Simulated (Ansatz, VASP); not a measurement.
## HfC: VASP beside Ansatz

Contents of INCAR:

```
PREC = Accurate
ENCUT = 520
EDIFF = 1E-6
ISMEAR = 0
SIGMA = 0.013000000000000001
LREAL = F
LASPH = T
NELM = 80
ALGO = Normal
ISIF = 2
LWAVE = F
LCHARG = F
GGA = PE
NBANDS = 14
```

The input KPOINTS:

```
regular mesh
0
Gamma
  10 10 10
```

POSCAR

```
HfC
1.0
    0.0000000000      2.3250000000      2.3250000000
    2.3250000000      0.0000000000      2.3250000000
    2.3250000000      2.3250000000      0.0000000000
Hf C
1 1
Direct
    0.5000000000      0.5000000000      0.5000000000
    0.0000000000      0.0000000000      0.0000000000
```

The input input.yaml:

```yaml
crystal:
  lattice:
    - [0.0, 2.325, 2.325]
    - [2.325, 0.0, 2.325]
    - [2.325, 2.325, 0.0]
  atoms:
    - { symbol: Hf, position: [0.5, 0.5, 0.5] }
    - { symbol: C, position: [0.0, 0.0, 0.0] }
kpoints:
  mp_grid: { grid: [10, 10, 10] }
scf:
  occupations: { method: gaussian, width: 0.013 }
hamiltonian:
  xc: pbe
  pseudopotentials: { kind: all_electron, lapw: { basis_error: 0.001 } }
output:
  forces: true
  stress: true
  eigenvalues: true
```

Alike in both runs: task single point; functional PBE; k mesh 10 × 10 × 10; occupations gaussian, width 0.013 eV; no spin polarisation.

|  | VASP | Ansatz |
| --- | --- | --- |
| version | VASP 6.6.1 | Ansatz 0.2.0 |
| potentials or method | VASP PAW PBE potentials, release 64 (Hf_pv, C), cutoff 520 eV | all-electron LAPW, scalar-relativistic |

```tsv
	VASP	Ansatz	Ansatz less VASP
gap on the k mesh at the Fermi level (eV)	none	none	-
pressure (GPa)	-0.5	0.3	+0.71
```

A gap of «none» marks a metal or a gap that the smearing closes. Ansatz ran all-electron here, and VASP with PAW potentials.

Spin-orbit coupling is off throughout.
